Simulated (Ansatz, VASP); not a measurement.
## SbAsF2: VASP beside Ansatz

```
CELL_PARAMETERS angstrom
3.86868 0.00000 0.00000
-1.93434 3.35038 0.00000
0.00000 0.00000 6.37817
ATOMIC_POSITIONS crystal
Sb 0.00000 0.00000 0.19075
As 0.00000 0.00000 0.76072
F 0.33333 0.66667 0.76424
F 0.66667 0.33333 0.76424
```

Alike in both runs: functional PBE; k mesh 12 × 12 × 8; occupations gaussian, width 0.1 eV; no spin polarisation.

Ansatz relaxed the structure, and its values are those at the end. VASP's run is a single point on that final structure, the one shown.

|  | VASP | Ansatz |
| --- | --- | --- |
| version | VASP 6.6.1 | Ansatz 0.2.0 |
| potentials or method | VASP PAW PBE potentials, release 64 (Sb, As, F), cutoff 520 eV | scalar-relativistic, plane waves, PAW |
| valence electrons in the cell | 24 | 44 |

Ansatz gave:

```
gap on the k mesh at the Fermi level (eV) : none
pressure (GPa)                            : 0.0
rms of the force components (eV/Å)        : 0.000
```

Question: Estimate VASP's values.

Answer: gap on the k mesh at the Fermi level (eV): none; pressure (GPa): -0.2; rms of the force components (eV/Å): 0.010.

A gap of «none» marks a metal or a gap that the smearing closes. With one functional, cell and mesh, what is left measures potentials, basis and numerics. VASP's potentials hold 24 valence electrons a cell and Ansatz's 44, so a difference there can come from the potentials and not from the codes.

Spin-orbit coupling is off throughout.
